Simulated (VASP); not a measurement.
Write the native input for VASP 6.6.1 that does the following.

```yaml
Task: single point
Functional: r2SCAN
Potentials_or_basis: VASP PAW PBE potentials, release 64 (La, H)
Cutoff: 520 eV
k_mesh: 7 × 7 × 7
Occupations: methfessel-paxton, width 0.1 eV
Spin: no spin polarisation
Dipole_correction: no
Further_INCAR_settings: ALGO = Normal; EDIFF = 1e-06; NBANDS = 15
```

The system is LaH3.

```
La H
1.0
     0.00000    2.80951    2.80951
     2.80951    0.00000    2.80951
     2.80951    2.80951    0.00000
La H
1 3
Cartesian
  0.0000 0.0000 0.0000
  2.8095 2.8095 2.8095
  4.2143 4.2143 4.2143
  1.4048 1.4048 1.4048
```

The input as run:

POSCAR

```
LaH3
1.0
    0.0000000000      2.8095087964      2.8095087964
    2.8095087964      0.0000000000      2.8095087964
    2.8095087964      2.8095087964      0.0000000000
La H
1 3
Direct
    0.0000000000      0.0000000000      0.0000000000
    0.5000000000      0.5000000000      0.5000000000
    0.7500000000      0.7500000000      0.7500000000
    0.2500000000      0.2500000000      0.2500000000
```

INCAR.step1

```
PREC = Accurate
ENCUT = 520
ISMEAR = 1
SIGMA = 0.1
LREAL = False
LASPH = True
NELM = 60
NBANDS = 15
GGA = PE
ALGO = Normal
EDIFF = 1E-4
LWAVE = True
LCHARG = False
```

INCAR.step2

```
PREC = Accurate
ENCUT = 520
EDIFF = 1E-6
ISMEAR = 1
SIGMA = 0.1
LREAL = False
LASPH = True
NELM = 60
ALGO = Normal
ISIF = 2
LWAVE = False
LCHARG = False
METAGGA = R2SCAN
LMIXTAU = True
NBANDS = 15
ISTART = 1
```

KPOINTS

```
Automatic mesh
0
Gamma
  7 7 7
```

Potentials or basis: VASP PAW PBE potentials, release 64 (La, H).

Command:

```bash
$ cat potpaw_PBE.64/La/POTCAR potpaw_PBE.64/H/POTCAR > POTCAR
$ cp INCAR.step1 INCAR
$ mpirun -np 1 vasp_std > vasp.out
$ cp INCAR.step2 INCAR
$ mpirun -np 1 vasp_std > vasp.out
```

Results of the run:

```yaml
Pressure: -2.3 GPa
Band_gap_on_the_k_mesh: 0.23 eV, indirect (least direct gap 0.32 eV)
```

Caveat: the PAW data sets were made with another functional, which shifts forces and pressure a little; spin-orbit coupling is left out, which moves the levels of the heavy elements.

It took 55 s on 1 thread of AMD EPYC 9R45 (Zen 5), with other jobs on the host, peak memory 0.15 GiB.
